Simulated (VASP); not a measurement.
# MgS (I4/mmm) in VASP: further runs

The runs below take MgS through single point, with LDA.

All numbers are computed with VASP 6.6.1; they aren't measurements. Logs are shortened: lines on timing, memory, paths and dates and some standing lists are left out, and cuts for length are marked.

### 1 The cell of the first run

The structure is tetragonal, space group I4/mmm (No. 139). Conventional cell: a = 3.863 Å, b = 3.863 Å, c = 5.203 Å, α = 90.00°, β = 90.00°, γ = 90.00°. Within 3.4 Å of Mg (site symmetry 4/mmm) lie 6 S at 2.60 to 2.73 Å. S (site symmetry 4/mmm) has 6 Mg at 2.60 to 2.73 Å within 3.4 Å.

### 2 Single point, LDA (strain +0.050 along x and y, +0.000 along z)

Input file INCAR:

```
SYSTEM = MgS
  PREC = Accurate
  ENCUT = 520
  EDIFF = 1E-6
  ISMEAR = 0
  SIGMA = 0.05
  LREAL = .FALSE.
  LASPH = .TRUE.
  NELM = 80
  ALGO = Normal
  ISIF = 2
  LWAVE = .FALSE.
  LCHARG = .FALSE.
  GGA = CA
  NBANDS = 11
```

Input file KPOINTS:

```
Automatic mesh
0
G
  8 8 8
  0 0 0
```

Input file POSCAR:

```
MgS
1.0
    0.0000000000      2.7317325000      2.6016500000
    2.7317325000      0.0000000000      2.6016500000
    2.7317325000      2.7317325000      0.0000000000
Mg S
1 1
Direct
    0.0000000000      0.0000000000      0.0000000000
    0.5000000000      0.5000000000      0.5000000000
```

Potentials or basis: VASP PAW LDA potentials, release 64 (Mg, S).

The run is started by

```
cat potpaw_LDA.64/Mg/POTCAR potpaw_LDA.64/S/POTCAR > POTCAR
mpirun -np 1 vasp_std > vasp.out
```

OUTCAR:

```text
SYSTEM = MgS
   PREC = Accurate
   ENCUT = 520
   EDIFF = 1E-6
   ISMEAR = 0
   LREAL = .FALSE.
   LASPH = .TRUE.
   NELM = 80
   ISIF = 2
   GGA = CA

 ion  position               nearest neighbor table
   1  0.000  0.000  0.000-   2 2.60   2 2.60   2 2.73   2 2.73   2 2.73   2 2.73
   2  0.500  0.500  0.500-   1 2.60   1 2.60   1 2.73   1 2.73   1 2.73   1 2.73

  LATTYP: Found a body centered tetragonal cell.
 ALAT       =     3.8632531503
 C/A-ratio  =     1.3468700594

  Lattice vectors:

 A1 = (   0.0000000000,  -2.7317325000,  -2.6016500000)
 A2 = (   0.0000000000,   2.7317325000,  -2.6016500000)
 A3 = (   2.7317325000,   0.0000000000,   2.6016500000)

Analysis of symmetry for initial positions (statically):
=====================================================================
 Subroutine PRICEL returns:
 Original cell was already a primitive cell.

 Routine SETGRP: Setting up the symmetry group for a
 body centered tetragonal supercell.

 Subroutine GETGRP returns: Found 16 space group operations
 (whereof 16 operations were pure point group operations)
 out of a pool of 16 trial point group operations.

The static configuration has the point symmetry D_4h.

Analysis of symmetry for dynamics (positions and initial velocities):
=====================================================================
 Subroutine PRICEL returns:
 Original cell was already a primitive cell.

 Routine SETGRP: Setting up the symmetry group for a
 body centered tetragonal supercell.

 Subroutine GETGRP returns: Found 16 space group operations
 (whereof 16 operations were pure point group operations)
 out of a pool of 16 trial point group operations.

The dynamic configuration has the point symmetry D_4h.

 Subroutine INISYM returns: Found 16 space group operations
 (whereof 16 operations are pure point group operations),
 and found     1 'primitive' translations

----------------------------------------------------------------------------------------

                                     Primitive cell

  volume of cell :      38.8289

  direct lattice vectors                    reciprocal lattice vectors
     0.000000000  2.731732500  2.601650000    -0.183034027  0.183034027  0.192185728
     2.731732500  0.000000000  2.601650000     0.183034027 -0.183034027  0.192185728
     2.731732500  2.731732500  0.000000000     0.183034027  0.183034027 -0.192185728

  length of vectors
     3.772392500  3.772392500  3.863253150     0.322394578  0.322394578  0.322394578

  position of ions in fractional coordinates (direct lattice)
     0.000000000  0.000000000  0.000000000
     0.500000000  0.500000000  0.500000000

  ion indices of the primitive-cell ions
   primitive index   ion index
                 1           1
                 2           2

----------------------------------------------------------------------------------------

 KPOINTS: Automatic mesh

Automatic generation of k-mesh.
 Grid dimensions read from file:
 generate k-points for:    8    8    8

 Generating k-lattice:

  Cartesian coordinates                     Fractional coordinates (reciprocal lattice)
    -0.022879253  0.022879253  0.024023216     0.125000000 -0.000000000  0.000000000
     0.022879253 -0.022879253  0.024023216    -0.000000000  0.125000000  0.000000000
     0.022879253  0.022879253 -0.024023216     0.000000000  0.000000000  0.125000000

  Length of vectors
     0.040299322  0.040299322  0.040299322

  Shift w.r.t. Gamma in fractional coordinates (k-lattice)
     0.000000000  0.000000000  0.000000000

 Subroutine IBZKPT returns following result:
 ===========================================

 Found     59 irreducible k-points:

 Following reciprocal coordinates:
            Coordinates               Weight
  0.000000  0.000000  0.000000      1.000000
  0.125000 -0.000000  0.000000      8.000000
  0.250000 -0.000000  0.000000      8.000000
  0.375000 -0.000000  0.000000      8.000000
  0.500000 -0.000000  0.000000      4.000000
  0.125000  0.125000  0.000000      2.000000
[... 16 lines left out ...]
  0.250000 -0.000000  0.125000     16.000000
  0.375000 -0.000000  0.125000     16.000000
 [... further k-points ...]
   k-points           NKPTS =     59   k-points in BZ     NKDIM =     59   number of bands    NBANDS=     11
   number of dos      NEDOS =    301   number of ions     NIONS =      2
   total plane-waves  NPLWV =  23520
   dimension x,y,z NGX =    28 NGY =   28 NGZ =   30
   dimension x,y,z NGXF=    56 NGYF=   56 NGZF=   60
   ions per type =               1   1
   NGX,Y,Z   is equivalent  to a cutoff of  12.34, 12.34, 12.91 a.u.
   NGXF,Y,Z  is equivalent  to a cutoff of  24.68, 24.68, 25.82 a.u.
 SYSTEM =  MgS
   PREC   = accura    normal or accurate (medium, high low for compatibility)
   ISTART =      0    job   : 0-new  1-cont  2-samecut
   ICHARG =      2    charge: 1-file 2-atom 10-const
   ISPIN  =      1    spin polarized calculation?
   LNONCOLLINEAR =      F non collinear calculations
   LSORBIT =      F    spin-orbit coupling
   LASPH  =      T    aspherical Exc in radial PAW
   ENCUT  =  520.0 eV  38.22 Ry    6.18 a.u.   7.01  7.01  7.18*2*pi/ulx,y,z
   NELM   =     80;   NELMIN=  2; NELMDL= -5     # of ELM steps
   EDIFF  = 0.1E-05   stopping-criterion for ELM
   LREAL  =      F    real-space projection
   EDIFFG = 0.1E-04   stopping-criterion for IOM
   NSW    =      0    number of steps for IOM
   IBRION =     -1    ionic relax: 0-MD 1-quasi-New 2-CG
   NFREE  =      0    steps in history (QN), initial steepest desc. (CG)
   ISIF   =      2    stress and relaxation
   ISYM   =      2    0-nonsym 1-usesym 2-fastsym
   POTIM  = 0.5000    time-step for ionic-motion
   TEBEG  =    0.0;   TEEND  =   0.0 temperature during run
   PSTRESS=    0.0 pullay stress
   NELECT =       8.0000    total number of electrons
   NUPDOWN=      -1.0000    fix difference up-down
   EMIN   =  10.00;   EMAX   =-10.00  energy-range for DOS
   EFERMI =   0.00;   METHOD = LEGACY
   ISMEAR =     0;   SIGMA  =   0.05  broadening in eV -4-tet -1-fermi 0-gaus
   EFERMI_NEDOS =   21; number of points for ismear=-14 and -15
   IALGO  =     38    algorithm
   IMIX   =      4    mixing-type and parameters
     AMIX     =   0.40;   BMIX     =  1.00
     AMIX_MAG =   1.60;   BMIX_MAG =  1.00
  volume/ion in A,a.u.               =      19.41       131.02
  Fermi-wavevector in a.u.,A,eV,Ry     =   0.966911  1.827197 12.720312  0.934917
  Thomas-Fermi vector in A             =   2.096752
   LORBIT       =      0    0 simple, 1 ext, 2 COOP (PROOUT), +10 PAW based schemes
   GGA     = CA    functional components
   LHFCALC =     F    Hartree Fock is set to
   AEXX    =    0.0000 exact exchange contribution
   IVDW    =     0    specifies the selected vdW correction
   LEPSILON=     F    determine dielectric tensor
   LRPA    =     F    only Hartree local field effects (RPA)
 non-spin polarized calculation
 Gauss-broadening in eV      SIGMA  =   0.05
  energy-cutoff  :      520.00
  volume of cell :       38.83
 maximum number of plane-waves:      1063
   NGX = 13   NGY = 13   NGZ = 15

 number of electron       8.0000001 magnetization

 Free energy of the ion-electron system (eV)
  ---------------------------------------------------
  ext. energy  EPLUGINS =         0.00000000
  ---------------------------------------------------
  free energy    TOTEN  =        -9.40897618 eV

  energy without entropy =       -9.40897618  energy(sigma->0) =       -9.40897618

 E-fermi :   3.0250     XC(G=0):  -9.5901

 val. band max:        2.8204516147   @ k =   0.0000   0.0000   0.0000
 cond. band min:       4.9834518167   @ k =   0.5000   0.5000   0.0000
 fundamental gap:      2.1630002020
 Fermi energy:         3.0249839551

 k-point     1 :       0.0000    0.0000    0.0000
  band No.  band energies     occupation
      1      -9.3790      2.00000
      2       2.5849      2.00000
      3       2.8205      2.00000
      4       2.8205      2.00000
      5       5.5279      0.00000
      6      10.4828      0.00000
      7      10.4828      0.00000
      8      10.9530      0.00000
      9      12.5764      0.00000
     10      13.1756      0.00000
     11      14.4053      0.00000

 k-point     2 :       0.1250   -0.0000    0.0000
  band No.  band energies     occupation
      1      -9.2485      2.00000
      2       1.7041      2.00000
      3       2.6183      2.00000
      4       2.7139      2.00000
      5       6.3817      0.00000
      6      10.2095      0.00000
      7      10.6307      0.00000
      8      11.0189      0.00000
      9      11.9249      0.00000
     10      12.3309      0.00000
     11      14.4401      0.00000

 k-point     3 :       0.2500   -0.0000    0.0000
  band No.  band energies     occupation
      1      -8.8992      2.00000
      2       0.1053      2.00000
      3       2.4730      2.00000
      4       2.4818      2.00000
      5       7.1211      0.00000
      6      10.0218      0.00000
      7      10.3032      0.00000
      8      10.6569      0.00000
      9      12.7238      0.00000
     10      12.7520      0.00000
     11      13.7977      0.00000

 k-point     4 :       0.3750   -0.0000    0.0000
  band No.  band energies     occupation
      1      -8.4826      2.00000
      2      -1.1732      2.00000
      3       2.2775      2.00000
      4       2.3484      2.00000
      5       7.0498      0.00000
      6       9.3620      0.00000
      7       9.8789      0.00000
      8      11.3306      0.00000
      9      13.6455      0.00000
     10      14.5523      0.00000
     11      14.6742      0.00000

 k-point     5 :       0.5000   -0.0000    0.0000
  band No.  band energies     occupation
      1      -8.2810      2.00000
      2      -1.6757      2.00000
      3       2.1994      2.00000
      4       2.3007      2.00000
      5       6.9492      0.00000
      6       9.1272      0.00000
      7       9.6488      0.00000
      8      11.5742      0.00000
      9      14.1733      0.00000
     10      16.4977      0.00000
     11      16.9727      0.00000
[... 211 lines left out ...]
 k-point    21 :       0.5000    0.5000    0.0000
  band No.  band energies     occupation
      1      -7.8787      2.00000
      2      -0.9965      2.00000
      3       1.1223      2.00000
      4       1.1223      2.00000
      5       4.9835      0.00000
      6       7.1555      0.00000
      7      13.9565      0.00000
      8      14.6702      0.00000
      9      14.6702      0.00000
     10      15.3163      0.00000
     11      17.8571      0.00000

 k-point    22 :       0.1250    0.0000    0.1250
  band No.  band energies     occupation
      1      -9.2128      2.00000
      2       1.8093      2.00000
      3       2.3048      2.00000
      4       2.5823      2.00000
      5       6.6779      0.00000
      6       9.6548      0.00000
      7      10.6644      0.00000
      8      11.1339      0.00000
      9      11.3682      0.00000
     10      13.2337      0.00000
     11      15.0050      0.00000

 k-point    23 :       0.2500   -0.0000    0.1250
  band No.  band energies     occupation
      1      -8.9433      2.00000
      2       0.5929      2.00000
      3       2.1449      2.00000
      4       2.3334      2.00000
      5       7.4763      0.00000
      6       9.3836      0.00000
      7       9.6267      0.00000
      8      11.3307      0.00000
      9      12.1577      0.00000
     10      13.5072      0.00000
     11      15.1914      0.00000

 k-point    24 :       0.3750   -0.0000    0.1250
  band No.  band energies     occupation
      1      -8.5457      2.00000
      2      -0.6931      2.00000
      3       1.9182      2.00000
      4       2.0950      2.00000
      5       7.6109      0.00000
      6       8.8452      0.00000
      7      10.4209      0.00000
      8      10.7265      0.00000
      9      13.3988      0.00000
     10      14.9464      0.00000
     11      15.0800      0.00000

 [... further k-points ...]
[... 5 lines left out ...]
  --------------------------------------------------------------------------------------
  -------------------------------------------------------------------------------------
  Total       -2.3878884     -2.3878884     -1.7508373      0.0000000      0.0000000      0.0000000
  in kB      -98.5302082    -98.5302082    -72.2438974      0.0000000      0.0000000      0.0000000
  external PRESSURE =     -89.7681046 kB  Pullay stress =       0.0000000 kB

 VOLUME and BASIS-vectors are now :
 -----------------------------------------------------------------------------
  energy-cutoff  :      520.00
  volume of cell :       38.83
      direct lattice vectors                 reciprocal lattice vectors
     0.000000000  2.731732500  2.601650000    -0.183034027  0.183034027  0.192185728
     2.731732500  0.000000000  2.601650000     0.183034027 -0.183034027  0.192185728
     2.731732500  2.731732500  0.000000000     0.183034027  0.183034027 -0.192185728

 POSITION                                       TOTAL-FORCE (eV/Angst)
 -----------------------------------------------------------------------------------
      0.00000      0.00000      0.00000         0.000000     -0.000000      0.000000
      2.73173      2.73173      2.60165        -0.000000      0.000000      0.000000
 -----------------------------------------------------------------------------------
    total drift:                                0.000000      0.000000      0.000000

  FREE ENERGIE OF THE ION-ELECTRON SYSTEM (eV)
  ---------------------------------------------------
  free  energy   TOTEN  =        -9.4089761768 eV

  energy  without entropy=       -9.4089761768  energy(sigma->0) =       -9.40897618
```

It took 9.7 s on 1 thread of Intel Xeon 6975P-C (Granite Rapids), shared host; peak memory 0.15 GiB.

Results:

- Free energy: -9.4090 eV
- Pressure: -9.0 GPa
- Band gap on the k mesh: 2.16 eV, indirect (least direct gap 2.71 eV)

Caveat: the cell differs from its parent crystal (strain +0.050 along x and y, +0.000 along z).

### 3 Single point, LDA (strain -0.050 along x and y, +0.025 along z)

Input file INCAR:

```
SYSTEM = MgS
  ALGO = Normal
  EDIFF = 1E-7
  ENCUT = 520
  ISIF = 2
  ISMEAR = 0
  LASPH = .True.
  LCHARG = .True.
  LELF = .True.
  LREAL = .False.
  LVHAR = .True.
  LWAVE = .False.
  NBANDS = 11
  NELM = 80
  PREC = Accurate
  SIGMA = 0.05
```

Input file KPOINTS:

```
k-points
0
Gamma
  8 8 8
  0 0 0
```

Input file POSCAR:

```
MgS
1.0
    0.0000000000      2.4715675000      2.6666912500
    2.4715675000      0.0000000000      2.6666912500
    2.4715675000      2.4715675000      0.0000000000
Mg S
1 1
Direct
    0.0000000000      0.0000000000      0.0000000000
    0.5000000000      0.5000000000      0.5000000000
```

Potentials or basis: VASP PAW LDA potentials, release 64 (Mg, S).

The run is started by

```
cat potpaw_LDA.64/Mg/POTCAR potpaw_LDA.64/S/POTCAR > POTCAR
mpirun -np 1 vasp_std > vasp.out
```

It used 19 s of CPU time on 1 thread of Intel Xeon 6975P-C, on a shared host.

Results (log left out):

| Quantity | Value |
| --- | --- |
| Free energy | -9.5316 eV |
| Pressure | 3.6 GPa |
| Band gap on the k mesh | 2.45 eV, indirect (least direct gap 3.94 eV) |

Stress tensor (GPa, compression positive):
```
 6.98  0.00  0.00
 0.00  6.98  0.00
 0.00  0.00 -3.16
```

Levels at points of the mesh, in eV from the valence-band top:
| k point | band 1 | band 2 | band 3 | band 4 | band 5 | band 6 | band 7 | band 8 |
| --- | --- | --- | --- | --- | --- | --- | --- | --- |
| (0.00, 0.00, 0.00) | -13.29 | -0.27 | -0.27 | 0.00 | 3.94 | 7.09 | 7.92 | 7.92 |
| (0.50, 0.00, 0.00) | -11.74 | -5.52 | -1.01 | -0.73 | 4.21 | 6.41 | 7.11 | 10.54 |
| (0.50, 0.50, 0.00) | -11.55 | -4.92 | -1.81 | -1.81 | 2.94 | 4.01 | 11.86 | 12.71 |
| (0.50, 0.00, 0.50) | -11.19 | -4.81 | -2.52 | -1.84 | 2.45 | 3.77 | 12.49 | 12.60 |

Caveat: the cell differs from its parent crystal (strain -0.050 along x and y, +0.025 along z). A k mesh can miss the band edges.

### 4 Single point, LDA (strain -0.050 along x and y, +0.050 along z)

Input file INCAR:

```
SYSTEM = MgS
PREC = Accurate
ENCUT = 520
EDIFF = 1E-6
ISMEAR = 0
SIGMA = 0.05
LREAL = .FALSE.
LASPH = .TRUE.
NELM = 100
ALGO = Normal
ISIF = 2
LWAVE = .FALSE.
LCHARG = .FALSE.
NBANDS = 11
```

Input file KPOINTS:

```
regular mesh
0
G
  8 8 8
  0 0 0
```

Input file POSCAR:

```
MgS
1.0
    0.0000000000      2.4715675000      2.7317325000
    2.4715675000      0.0000000000      2.7317325000
    2.4715675000      2.4715675000      0.0000000000
Mg S
1 1
Direct
    0.0000000000      0.0000000000      0.0000000000
    0.5000000000      0.5000000000      0.5000000000
```

The run is started by

```
cat potpaw_LDA.64/Mg/POTCAR potpaw_LDA.64/S/POTCAR > POTCAR
mpirun -np 1 vasp_std > vasp.out
```

Wall time 23 s (1 thread of Intel Xeon 6975P-C, shared host); peak memory 0.15 GiB.

It converged, with:

```yaml
Free_energy: -9.5097 eV
Pressure: 2.1 GPa
Band_gap_on_the_k_mesh: 2.36 eV, indirect (least direct gap 3.70 eV)
```

Stress tensor (GPa, compression positive):
```
 5.92  0.00  0.00
 0.00  5.92  0.00
 0.00  0.00 -5.62
```

Levels at points of the mesh, in eV from the valence-band top:
| k point | band 2 | band 3 | band 4 | band 5 | band 6 | band 7 |
| --- | --- | --- | --- | --- | --- | --- |
| (0.00, 0.00, 0.00) | -0.33 | -0.33 | 0.00 | 3.70 | 6.94 | 8.02 |
| (0.50, 0.00, 0.00) | -5.42 | -1.06 | -0.70 | 4.09 | 6.35 | 7.19 |
| (0.50, 0.50, 0.00) | -4.81 | -1.71 | -1.71 | 3.00 | 4.12 | 11.40 |
| (0.50, 0.00, 0.50) | -4.70 | -2.62 | -1.73 | 2.36 | 3.82 | 11.88 |

Caveat: the cell differs from its parent crystal (strain -0.050 along x and y, +0.050 along z). A k mesh can miss the band edges.

[end of part 1 of 2]
